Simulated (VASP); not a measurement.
# GaSb (I-4m2) in VASP: a series of runs

Runs on GaSb. Level: PBEsol. Tasks: single point.

All numbers are computed with VASP 6.6.1; they aren't measurements. Logs are shortened: lines on timing, memory, paths and dates and some standing lists are left out, and cuts for length are marked.

## Step 1: The cell of the first run

The structure is tetragonal, space group I-4m2 (No. 119). Conventional cell: a = 5.507 Å, b = 5.507 Å, c = 3.181 Å, α = 90.00°, β = 90.00°, γ = 90.00°. Within 3.8 Å of Ga (site symmetry -4m2) lie 8 Sb at 2.87 to 3.64 Å and 2 Ga at 3.18 Å. Within 3.8 Å of Sb (site symmetry -4m2) lie 8 Ga at 2.87 to 3.64 Å and 2 Sb at 3.18 Å.

## Step 2: Single point, PBEsol

Contents of INCAR:

```
PREC     = Accurate       # precision mode
ENCUT    = 520            # plane-wave cutoff, eV
EDIFF    = 1E-6           # SCF threshold, eV
ISMEAR   = 0              # smearing method
SIGMA    = 0.02           # smearing width, eV
LREAL    = F              # projectors in reciprocal space
LASPH    = T              # aspherical terms in the spheres
NELM     = 80             # most SCF steps
ALGO     = Normal         # electronic algorithm
ISIF     = 2              # what is computed and relaxed
LWAVE    = F              # write WAVECAR
LCHARG   = F              # write CHGCAR
GGA      = PS             # functional
NBANDS   = 16             # bands
```

Contents of KPOINTS:

```
Automatic mesh
0
Gamma
  8 8 6
```

Contents of POSCAR:

```
GaSb
1.0
   -2.7534340000      2.7534340000      1.5907070000
    2.7534340000     -2.7534340000      1.5907070000
    2.7534340000      2.7534340000     -1.5907070000
Ga Sb
1 1
Direct
    0.2500000000      0.7500000000      0.5000000000
    0.0000000000      0.0000000000      0.0000000000
```

Potentials or basis: VASP PAW PBE potentials, release 64 (Ga_d, Sb).

Run with:

```sh
$ cat potpaw_PBE.64/Ga_d/POTCAR potpaw_PBE.64/Sb/POTCAR > POTCAR
$ mpirun -np 1 vasp_std > vasp.out
```

OUTCAR:

```text
PREC = Accurate
   ENCUT = 520
   EDIFF = 1E-6
   ISMEAR = 0
   LREAL = F
   LASPH = T
   NELM = 80
   ISIF = 2
   GGA = PS

 ion  position               nearest neighbor table
   1  0.250  0.750  0.500-   2 2.87   2 2.87   2 2.87   2 2.87
   2  0.000  0.000  0.000-   1 2.87   1 2.87   1 2.87   1 2.87

  LATTYP: Found a body centered tetragonal cell.
 ALAT       =     5.5068680000
 C/A-ratio  =     0.5777174975

  Lattice vectors:

 A1 = (  -2.7534340000,   2.7534340000,   1.5907070000)
 A2 = (   2.7534340000,  -2.7534340000,   1.5907070000)
 A3 = (   2.7534340000,   2.7534340000,  -1.5907070000)

Analysis of symmetry for initial positions (statically):
=====================================================================
 Subroutine PRICEL returns:
 Original cell was already a primitive cell.

 Routine SETGRP: Setting up the symmetry group for a
 body centered tetragonal supercell.

 Subroutine GETGRP returns: Found  8 space group operations
 (whereof  8 operations were pure point group operations)
 out of a pool of 16 trial point group operations.

The static configuration has the point symmetry D_2d.

Analysis of symmetry for dynamics (positions and initial velocities):
=====================================================================
 Subroutine PRICEL returns:
 Original cell was already a primitive cell.

 Routine SETGRP: Setting up the symmetry group for a
 body centered tetragonal supercell.

 Subroutine GETGRP returns: Found  8 space group operations
 (whereof  8 operations were pure point group operations)
 out of a pool of 16 trial point group operations.

The dynamic configuration has the point symmetry D_2d.

 Subroutine INISYM returns: Found  8 space group operations
 (whereof  8 operations are pure point group operations),
 and found     1 'primitive' translations

----------------------------------------------------------------------------------------

                                     Primitive cell

  volume of cell :      48.2391

  direct lattice vectors                    reciprocal lattice vectors
    -2.753434000  2.753434000  1.590707000     0.000000000  0.181591424  0.314325643
[... 96 lines left out ...]
   NGX,Y,Z   is equivalent  to a cutoff of  12.65, 12.65, 12.65 a.u.
   NGXF,Y,Z  is equivalent  to a cutoff of  25.29, 25.29, 25.29 a.u.
 SYSTEM =  unknown system
   PREC   = accura    normal or accurate (medium, high low for compatibility)
   ISTART =      0    job   : 0-new  1-cont  2-samecut
   ICHARG =      2    charge: 1-file 2-atom 10-const
   ISPIN  =      1    spin polarized calculation?
   LNONCOLLINEAR =      F non collinear calculations
   LSORBIT =      F    spin-orbit coupling
   LASPH  =      T    aspherical Exc in radial PAW
   ENCUT  =  520.0 eV  38.22 Ry    6.18 a.u.   7.82  7.82  7.82*2*pi/ulx,y,z
   NELM   =     80;   NELMIN=  2; NELMDL= -5     # of ELM steps
   EDIFF  = 0.1E-05   stopping-criterion for ELM
   LREAL  =      F    real-space projection
[... 7 lines left out ...]
   TEBEG  =    0.0;   TEEND  =   0.0 temperature during run
   PSTRESS=    0.0 pullay stress
   NELECT =      18.0000    total number of electrons
   NUPDOWN=      -1.0000    fix difference up-down
   EMIN   =  10.00;   EMAX   =-10.00  energy-range for DOS
   EFERMI =   0.00;   METHOD = LEGACY
   ISMEAR =     0;   SIGMA  =   0.02  broadening in eV -4-tet -1-fermi 0-gaus
   EFERMI_NEDOS =   21; number of points for ismear=-14 and -15
   IALGO  =     38    algorithm
   IMIX   =      4    mixing-type and parameters
     AMIX     =   0.40;   BMIX     =  1.00
     AMIX_MAG =   1.60;   BMIX_MAG =  1.00
  volume/ion in A,a.u.               =      24.12       162.77
  Fermi-wavevector in a.u.,A,eV,Ry     =   1.178598  2.227228 18.899772  1.389094
  Thomas-Fermi vector in A             =   2.314924
   LORBIT       =      0    0 simple, 1 ext, 2 COOP (PROOUT), +10 PAW based schemes
   GGA     = PS    functional components
   LHFCALC =     F    Hartree Fock is set to
   AEXX    =    0.0000 exact exchange contribution
   IVDW    =     0    specifies the selected vdW correction
   LEPSILON=     F    determine dielectric tensor
   LRPA    =     F    only Hartree local field effects (RPA)
 non-spin polarized calculation
 Gauss-broadening in eV      SIGMA  =   0.02
  energy-cutoff  :      520.00
  volume of cell :       48.24
 maximum number of plane-waves:      1312
   NGX = 15   NGY = 15   NGZ = 15

 number of electron      17.9999994 magnetization

 Free energy of the ion-electron system (eV)
  ---------------------------------------------------
  ext. energy  EPLUGINS =         0.00000000
  ---------------------------------------------------
  free energy    TOTEN  =        -7.87118376 eV

  energy without entropy =       -7.87103402  energy(sigma->0) =       -7.87110889

 E-fermi :   6.3638     XC(G=0): -10.3608

 val. band max:        6.3525006698   @ k =  -0.2500   0.0000   0.1667
 cond. band min:       6.3670525879   @ k =  -0.1250  -0.1250   0.3333
 fundamental gap:      0.0145519181
 Fermi energy:         6.3637766075

 k-point     1 :       0.0000    0.0000    0.0000
  band No.  band energies     occupation
      1      -8.5058      2.00000
      2      -8.4182      2.00000
      3      -8.4111      2.00000
      4      -8.3925      2.00000
      5      -8.3925      2.00000
      6      -5.5330      2.00000
[... 433 lines left out ...]
      3      -8.4224      2.00000
      4      -8.4152      2.00000
      5      -8.3932      2.00000
      6      -3.7927      2.00000
[... 8 lines left out ...]
     15      15.4227      0.00000
     16      15.6883      0.00000

 [... further k-points ...]

------------------------ aborting loop because EDIFF is reached ----------------------------------------

  FORCE on cell =-STRESS in cart. coord.  units (eV):
  Direction    XX          YY          ZZ          XY          YZ          ZX
  --------------------------------------------------------------------------------------
  -------------------------------------------------------------------------------------
  Total       -0.8960310     -0.8960310     -0.7286786      0.0000000      0.0000000      0.0000000
  in kB      -29.7600797    -29.7600797    -24.2017654      0.0000000      0.0000000      0.0000000
  external PRESSURE =     -27.9073083 kB  Pullay stress =       0.0000000 kB

 VOLUME and BASIS-vectors are now :
 -----------------------------------------------------------------------------
  energy-cutoff  :      520.00
  volume of cell :       48.24
      direct lattice vectors                 reciprocal lattice vectors
    -2.753434000  2.753434000  1.590707000     0.000000000  0.181591424  0.314325643
     2.753434000 -2.753434000  1.590707000     0.181591424  0.000000000  0.314325643
     2.753434000  2.753434000 -1.590707000     0.181591424  0.181591424  0.000000000

 POSITION                                       TOTAL-FORCE (eV/Angst)
 -----------------------------------------------------------------------------------
      2.75343      0.00000      0.79535         0.000000     -0.000000      0.000000
      0.00000      0.00000      0.00000        -0.000000      0.000000     -0.000000
 -----------------------------------------------------------------------------------
    total drift:                                0.000000     -0.000000      0.000000

  FREE ENERGIE OF THE ION-ELECTRON SYSTEM (eV)
  ---------------------------------------------------
  free  energy   TOTEN  =        -7.8711837624 eV

  energy  without entropy=       -7.8710340173  energy(sigma->0) =       -7.87110889
```

stdout:

```text
POSCAR found type information on POSCAR GaSb
 POSCAR found :  2 types and       2 ions
 scaLAPACK will be used
 -----------------------------------------------------------------------------
|                                                                             |
|                                                                             |
|     You enforced a specific xc type in the INCAR file but a different       |
[... 22 lines left out ...]
 -----------------------------------------------------------------------------

 POSCAR, INCAR and KPOINTS ok, starting setup
 FFT: planning ... GRIDC
 FFT: planning ... GRID_SOFT
 FFT: planning ... GRID
 WAVECAR not read
 entering main loop
```

It took 81 s on 1 thread of Intel Xeon 8259CL, shared host; peak memory 0.23 GiB.

Results:

| Item | Value |
| --- | --- |
| Free energy | -7.8712 eV |
| Pressure | -2.8 GPa |
| Band gap on the k mesh | zero (bands 9 and 10 overlap by 4.15 eV) |

Caveat: the PAW data sets were made with another functional, which shifts forces and pressure a little; spin-orbit coupling is left out, which moves the levels of the heavy elements.

## Step 3: Single point, PBEsol, non-collinear spin, zero start, spin-orbit coupling

Contents of INCAR:

```
SYSTEM = GaSb
PREC = Accurate
ENCUT = 520
EDIFF = 1E-7
ISMEAR = 0
SIGMA = 0.02
LREAL = .FALSE.
LASPH = .TRUE.
NELM = 150
ALGO = Normal
ISIF = 2
LWAVE = .FALSE.
LCHARG = .TRUE.
MAGMOM = 0 0 0 0 0 0
LORBIT = 11
LSORBIT = .TRUE.
GGA_COMPAT = .FALSE.
LORBMOM = .TRUE.
GGA = PS
LVHAR = .TRUE.
NBANDS = 30
```

Contents of KPOINTS:

```
regular mesh
0
G
  8 8 6
  0 0 0
```

POSCAR is that of step 2.

Potentials or basis: VASP PAW PBE potentials, release 64 (Ga_d, Sb).

Run with:

```sh
$ cat potpaw_PBE.64/Ga_d/POTCAR potpaw_PBE.64/Sb/POTCAR > POTCAR
$ mpirun -np 1 vasp_ncl > vasp.out
```

It took 13 min on 1 thread of Intel Xeon 8259CL, shared host; peak memory 0.55 GiB.

Results (log left out):

```yaml
Free_energy: -7.9454 eV
Pressure: -2.7 GPa
Net_moment: 0.00 μB per cell
Valence_electrons_inside_the_program's_atomic_spheres: Ga 11.51; Sb 2.40
```

Stress tensor (GPa, compression positive):
```
-2.72  0.00  0.00
 0.00 -2.72  0.00
 0.00  0.00 -2.64
```

Moments on the atoms (μB; x, y, z):
```
Ga  0.00 0.00 0.00
Sb  0.00 0.00 0.00
```

Caveat: the PAW data sets were made with another functional, which shifts forces and pressure a little.
